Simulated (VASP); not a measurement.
# TiSi16 (a cell with a defect) in VASP: notebook

TiSi16 (a cell with a defect) is run at these levels: LDA; tasks: single point.

Program: VASP 6.6.1. These are calculated values, not measurements. Logs are shortened: lines on timing, memory, paths and dates and some standing lists are left out, and cuts for length are marked.

### Step 1. The cell of the first run

The cell holds a defect, 17 atoms: a = 7.679 Å, b = 7.679 Å, c = 7.679 Å, α = 60.00°, β = 60.00°, γ = 60.00°.

### Step 2. Single point, LDA

INCAR reads:

```
SYSTEM = TiSi16
  PREC = Accurate
  ENCUT = 520
  EDIFF = 1E-6
  ISMEAR = -1
  SIGMA = 0.02
  LREAL = Auto
  LASPH = .True.
  NELM = 60
  ALGO = Normal
  ISIF = 2
  LWAVE = .False.
  LCHARG = .True.
  GGA = CA
  LELF = .True.
  LVHAR = .True.
  NBANDS = 52
```

KPOINTS reads:

```
regular mesh
0
Gamma
  2 2 2
  0 0 0
```

POSCAR reads:

```
TiSi16
1.0
    0.0000000000      5.4300000000      5.4300000000
    5.4300000000      0.0000000000      5.4300000000
    5.4300000000      5.4300000000      0.0000000000
Si Ti
16 1
Direct
   -0.1449447514      0.3127348066      0.0414088398
    0.2524677716     -0.0742909761      0.2740699816
    0.0681767956     -0.2086003683      0.6550092081
    0.0668692449     -0.0174033149      0.8708655617
   -0.1423941068      0.3101841621      0.3580847145
   -0.1069981584      0.6679926335      0.1994290976
   -0.1120349908      0.3516850829      0.6567495396
    0.2582688766      0.2895580110      0.8342541436
    0.6901381215     -0.1264548803     -0.1052394107
    0.4207090239      0.1593093923      0.1844290976
    0.3817587477     -0.0164732965      0.5608747698
    0.8441620626     -0.0139594843      0.4249539595
    0.2630202578      0.5525046041     -0.0114180479
    0.4951473297      0.6238950276      0.0370994475
    0.4349907919      0.3565377532      0.4315285451
    0.5666942910      0.6457550645      0.5339871087
    0.0967495396      0.6758839779      0.3361970534
```

Potentials or basis: VASP PAW LDA potentials, release 64 (Si, Ti_sv).

Command:

```
> cat potpaw_LDA.64/Si/POTCAR potpaw_LDA.64/Ti_sv/POTCAR > POTCAR
> mpirun -np 1 vasp_std > vasp.out
```

OUTCAR:

```text
SYSTEM = TiSi16
   PREC = Accurate
   ENCUT = 520
   EDIFF = 1E-6
   ISMEAR = -1
   LREAL = Auto
   LASPH = .True.
   NELM = 60
   ISIF = 2
   GGA = CA

 ion  position               nearest neighbor table
   1  0.855  0.313  0.041-   5 2.43  14 2.60   8 2.64   7 2.71  12 2.75   4 2.80  15 3.12
   2  0.252  0.926  0.274-  10 2.36   3 2.43  17 2.48  12 2.62  14 2.94   5 3.05  11 3.10   8 3.12
                            16 3.13
   3  0.068  0.791  0.655-   2 2.43  12 2.48   9 2.49   4 2.70  17 2.88  13 2.92  11 3.04
   4  0.067  0.983  0.871-  11 2.40   7 2.52   3 2.70  13 2.72   6 2.78   1 2.80
   5  0.858  0.310  0.358-  12 2.32   1 2.43   6 2.49   7 2.60  16 2.86  15 2.86   2 3.05
   6  0.893  0.668  0.199-  17 2.31  13 2.41   5 2.49  16 2.54   4 2.78   9 2.81   7 3.11
   7  0.888  0.352  0.657-   4 2.52  16 2.59   5 2.60   1 2.71  17 2.96   6 3.11
   8  0.258  0.290  0.834-  15 2.57   1 2.64  13 2.83  10 3.03   2 3.12
   9  0.690  0.874  0.895-   3 2.49  14 2.50   6 2.81  12 2.97  10 3.13
  10  0.421  0.159  0.184-   2 2.36  11 2.43  13 2.54  15 3.03   8 3.03   9 3.13
  11  0.382  0.984  0.561-  16 2.31   4 2.40  10 2.43  15 2.70   3 3.04   2 3.10
  12  0.844  0.986  0.425-   5 2.32  17 2.36   3 2.48   2 2.62   1 2.75   9 2.97  15 3.00
  13  0.263  0.553  0.989-  14 2.34   6 2.41  10 2.54   4 2.72  17 2.75   8 2.83   3 2.92  16 3.03

  14  0.495  0.624  0.037-  13 2.34   9 2.50   1 2.60  15 2.63  17 2.73   2 2.94
  15  0.435  0.357  0.432-   8 2.57  14 2.63  17 2.65  11 2.70   5 2.86  12 3.00  10 3.03   1 3.12

  16  0.567  0.646  0.534-  11 2.31   6 2.54   7 2.59   5 2.86  13 3.03   2 3.13
  17  0.097  0.676  0.336-   6 2.31  12 2.36   2 2.48  15 2.65  14 2.73  13 2.75   3 2.88   7 2.96

  LATTYP: Found a face centered cubic cell.
 ALAT       =    10.8600000000

  Lattice vectors:

 A1 = (   0.0000000000,   5.4300000000,   5.4300000000)
 A2 = (   5.4300000000,   0.0000000000,   5.4300000000)
 A3 = (   5.4300000000,   5.4300000000,   0.0000000000)

Analysis of symmetry for initial positions (statically):
=====================================================================
 Subroutine PRICEL returns:
 Original cell was already a primitive cell.

 Routine SETGRP: Setting up the symmetry group for a
 face centered cubic supercell.

 Subroutine GETGRP returns: Found  1 space group operations
 (whereof  1 operations were pure point group operations)
 out of a pool of 48 trial point group operations.

The static configuration has the point symmetry C_1 .

Analysis of symmetry for dynamics (positions and initial velocities):
=====================================================================
 Subroutine PRICEL returns:
 Original cell was already a primitive cell.

 Routine SETGRP: Setting up the symmetry group for a
 face centered cubic supercell.

 Subroutine GETGRP returns: Found  1 space group operations
 (whereof  1 operations were pure point group operations)
 out of a pool of 48 trial point group operations.

The dynamic configuration has the point symmetry C_1 .

 Subroutine INISYM returns: Found  1 space group operations
 (whereof  1 operations are pure point group operations),
 and found     1 'primitive' translations

----------------------------------------------------------------------------------------

                                     Primitive cell

  volume of cell :     320.2060

  direct lattice vectors                    reciprocal lattice vectors
     0.000000000  5.430000000  5.430000000    -0.092081031  0.092081031  0.092081031
     5.430000000  0.000000000  5.430000000     0.092081031 -0.092081031  0.092081031
     5.430000000  5.430000000  0.000000000     0.092081031  0.092081031 -0.092081031

  length of vectors
     7.679179644  7.679179644  7.679179644     0.159489025  0.159489025  0.159489025

  position of ions in fractional coordinates (direct lattice)
     0.855055249  0.312734807  0.041408840
     0.252467772  0.925709024  0.274069982
     0.068176796  0.791399632  0.655009208
     0.066869245  0.982596685  0.870865562
     0.857605893  0.310184162  0.358084715
     0.893001842  0.667992633  0.199429098
[... 9 lines left out ...]
     0.566694291  0.645755065  0.533987109
     0.096749540  0.675883978  0.336197053

  ion indices of the primitive-cell ions
   primitive index   ion index
                 1           1
                 2           2
                 3           3
                 4           4
                 5           5
                 6           6
[... 9 lines left out ...]
                16          16
                17          17

----------------------------------------------------------------------------------------

 KPOINTS: regular mesh

Automatic generation of k-mesh.
 Grid dimensions read from file:
 generate k-points for:    2    2    2

 Generating k-lattice:

  Cartesian coordinates                     Fractional coordinates (reciprocal lattice)
    -0.046040516  0.046040516  0.046040516     0.500000000  0.000000000  0.000000000
     0.046040516 -0.046040516  0.046040516     0.000000000  0.500000000  0.000000000
     0.046040516  0.046040516 -0.046040516     0.000000000  0.000000000  0.500000000

  Length of vectors
     0.079744512  0.079744512  0.079744512

  Shift w.r.t. Gamma in fractional coordinates (k-lattice)
     0.000000000  0.000000000  0.000000000

 Subroutine IBZKPT returns following result:
 ===========================================

 Found      8 irreducible k-points:

 Following reciprocal coordinates:
            Coordinates               Weight
  0.000000  0.000000  0.000000      1.000000
  0.500000  0.000000  0.000000      1.000000
  0.000000  0.500000  0.000000      1.000000
  0.000000  0.000000  0.500000      1.000000
  0.500000  0.500000  0.500000      1.000000
  0.500000  0.500000  0.000000      1.000000
  0.000000  0.500000  0.500000      1.000000
  0.500000  0.000000  0.500000      1.000000
   k-points           NKPTS =      8   k-points in BZ     NKDIM =      8   number of bands    NBANDS=     52
   number of dos      NEDOS =    301   number of ions     NIONS =     17
   total plane-waves  NPLWV = 216000
   dimension x,y,z NGX =    60 NGY =   60 NGZ =   60
   dimension x,y,z NGXF=   120 NGYF=  120 NGZF=  120
   ions per type =              16   1
   NGX,Y,Z   is equivalent  to a cutoff of  12.99, 12.99, 12.99 a.u.
   NGXF,Y,Z  is equivalent  to a cutoff of  25.98, 25.98, 25.98 a.u.
 SYSTEM =  TiSi16
   PREC   = accura    normal or accurate (medium, high low for compatibility)
   ISTART =      0    job   : 0-new  1-cont  2-samecut
   ICHARG =      2    charge: 1-file 2-atom 10-const
   ISPIN  =      1    spin polarized calculation?
   LNONCOLLINEAR =      F non collinear calculations
   LSORBIT =      F    spin-orbit coupling
   LASPH  =      T    aspherical Exc in radial PAW
   ENCUT  =  520.0 eV  38.22 Ry    6.18 a.u.  14.28 14.28 14.28*2*pi/ulx,y,z
   NELM   =     60;   NELMIN=  2; NELMDL= -5     # of ELM steps
   EDIFF  = 0.1E-05   stopping-criterion for ELM
   LREAL  =      T    real-space projection
   EDIFFG = 0.1E-04   stopping-criterion for IOM
   NSW    =      0    number of steps for IOM
   IBRION =     -1    ionic relax: 0-MD 1-quasi-New 2-CG
   NFREE  =      0    steps in history (QN), initial steepest desc. (CG)
   ISIF   =      2    stress and relaxation
   ISYM   =      2    0-nonsym 1-usesym 2-fastsym
   POTIM  = 0.5000    time-step for ionic-motion
   TEBEG  =    0.0;   TEEND  =   0.0 temperature during run
   PSTRESS=    0.0 pullay stress
   NELECT =      76.0000    total number of electrons
   NUPDOWN=      -1.0000    fix difference up-down
   EMIN   =  10.00;   EMAX   =-10.00  energy-range for DOS
   EFERMI =   0.00;   METHOD = LEGACY
   ISMEAR =    -1;   SIGMA  =   0.02  broadening in eV -4-tet -1-fermi 0-gaus
   EFERMI_NEDOS =   21; number of points for ismear=-14 and -15
   IALGO  =     38    algorithm
   IMIX   =      4    mixing-type and parameters
     AMIX     =   0.40;   BMIX     =  1.00
     AMIX_MAG =   1.60;   BMIX_MAG =  1.00
  volume/ion in A,a.u.               =      18.84       127.11
  Fermi-wavevector in a.u.,A,eV,Ry     =   1.013607  1.915439 13.978610  1.027399
  Thomas-Fermi vector in A             =   2.146786
   LORBIT       =      0    0 simple, 1 ext, 2 COOP (PROOUT), +10 PAW based schemes
   GGA     = CA    functional components
   LHFCALC =     F    Hartree Fock is set to
   AEXX    =    0.0000 exact exchange contribution
   IVDW    =     0    specifies the selected vdW correction
   LEPSILON=     F    determine dielectric tensor
   LRPA    =     F    only Hartree local field effects (RPA)
 non-spin polarized calculation
  energy-cutoff  :      520.00
  volume of cell :      320.21
 maximum number of plane-waves:      8646
 NGX is ok and might be reduce to    60
   NGX = 29   NGY = 29   NGZ = 29

 number of electron      76.0000000 magnetization

 Free energy of the ion-electron system (eV)
  ---------------------------------------------------
  ext. energy  EPLUGINS =         0.00000000
  ---------------------------------------------------
  free energy    TOTEN  =       -93.95427512 eV

  energy without entropy =      -93.93764746  energy(sigma->0) =      -93.94596129

 E-fermi :   6.5440     XC(G=0): -10.1236

 val. band max:        6.5412696819   @ k =   0.0000   0.5000   0.0000
 cond. band min:       6.5497594034   @ k =   0.0000   0.0000   0.5000
 fundamental gap:      0.0084897215
 Fermi energy:         6.5440155326

 k-point     1 :       0.0000    0.0000    0.0000
  band No.  band energies     occupation
      1     -49.4433      2.00000
      2     -26.2599      2.00000
      3     -26.1389      2.00000
      4     -26.0693      2.00000
      5      -5.6811      2.00000
      6      -3.4454      2.00000
[... 42 lines left out ...]
     49       8.3472      0.00000
     50       8.5003      0.00000

 k-point     2 :       0.5000    0.0000    0.0000
  band No.  band energies     occupation
      1     -49.4433      2.00000
      2     -26.2600      2.00000
      3     -26.1389      2.00000
      4     -26.0693      2.00000
      5      -5.1037      2.00000
      6      -4.6224      2.00000
[... 310 lines left out ...]
 k-point     8 :       0.5000    0.0000    0.5000
  band No.  band energies     occupation
      1     -49.4433      2.00000
      2     -26.2600      2.00000
      3     -26.1389      2.00000
      4     -26.0693      2.00000
      5      -4.6856      2.00000
      6      -4.6414      2.00000
[... 42 lines left out ...]
     49       8.8661      0.00000
     50       9.1783      0.00000
 [bands above 50 left out]

------------------------ aborting loop because EDIFF is reached ----------------------------------------

  FORCE on cell =-STRESS in cart. coord.  units (eV):
  Direction    XX          YY          ZZ          XY          YZ          ZX
  --------------------------------------------------------------------------------------
  -------------------------------------------------------------------------------------
  Total      -11.2011818    -17.4346817    -12.6107747     -1.4145848      2.0389860      3.6987347
  in kB      -56.0460417    -87.2358747    -63.0990565     -7.0779925     10.2022357     18.5069255
  external PRESSURE =     -68.7936576 kB  Pullay stress =       0.0000000 kB

 VOLUME and BASIS-vectors are now :
 -----------------------------------------------------------------------------
  energy-cutoff  :      520.00
  volume of cell :      320.21
      direct lattice vectors                 reciprocal lattice vectors
     0.000000000  5.430000000  5.430000000    -0.092081031  0.092081031  0.092081031
     5.430000000  0.000000000  5.430000000     0.092081031 -0.092081031  0.092081031
     5.430000000  5.430000000  0.000000000     0.092081031  0.092081031 -0.092081031

 POSITION                                       TOTAL-FORCE (eV/Angst)
 -----------------------------------------------------------------------------------
      1.92300      4.86780      6.34110        -0.395657     -0.243650      0.122168
      6.51480      2.85910      6.39750        -0.050563     -0.092864      0.262685
      7.85400      3.92690      4.66750         0.257436      1.190523     -0.255361
     10.06430      5.09190      5.69860         0.064357     -0.381047      0.224087
      3.62870      6.60120      6.34110         0.666748     -0.011046     -0.120545
      4.71010      5.93190      8.47620        -0.361578     -2.497419     -1.532451
[... 9 lines left out ...]
      6.40600      5.97670      6.58360        -0.547201      0.884751     -0.307303
      5.49560      2.35090      4.19540        -0.759723      1.875229      0.487482
 -----------------------------------------------------------------------------------
    total drift:                                0.008066      0.000307     -0.010566

  FREE ENERGIE OF THE ION-ELECTRON SYSTEM (eV)
  ---------------------------------------------------
  free  energy   TOTEN  =       -93.9542751188 eV

  energy  without entropy=      -93.9376474585  energy(sigma->0) =      -93.94596129
```

Run time: 2.3 min. Hardware: 1 thread of Intel Xeon 6975P-C (Granite Rapids), shared host; peak memory 0.38 GiB.

What came out:

- Free energy: -93.9543 eV
- Pressure: -6.9 GPa
- Largest force: 2.952 eV/Å
- Band gap on the k mesh: zero (bands 38 and 39 overlap by 0.12 eV)

Forces in eV/Å, atoms in the order of the input:
```
Si  -0.396 -0.244  0.122
Si  -0.051 -0.093  0.263
Si   0.257  1.191 -0.255
Si   0.064 -0.381  0.224
Si   0.667 -0.011 -0.121
Si  -0.362 -2.497 -1.532
Si  -0.045 -0.554  0.541
Si   0.228 -0.507 -0.012
Si   0.445  0.528 -0.186
Si  -0.477 -0.283 -0.109
Si   0.624  0.072  1.081
Si   1.131 -1.318 -0.325
Si  -1.168 -0.299 -0.317
Si   0.271  0.848  0.517
Si   0.116  0.790 -0.071
Si  -0.547  0.885 -0.307
Ti  -0.760  1.875  0.487
```

Caveat: the k points lie up to 0.50 Å⁻¹ apart; the atoms stand as in a frame of molecular dynamics.

[end of part 1 of 2]
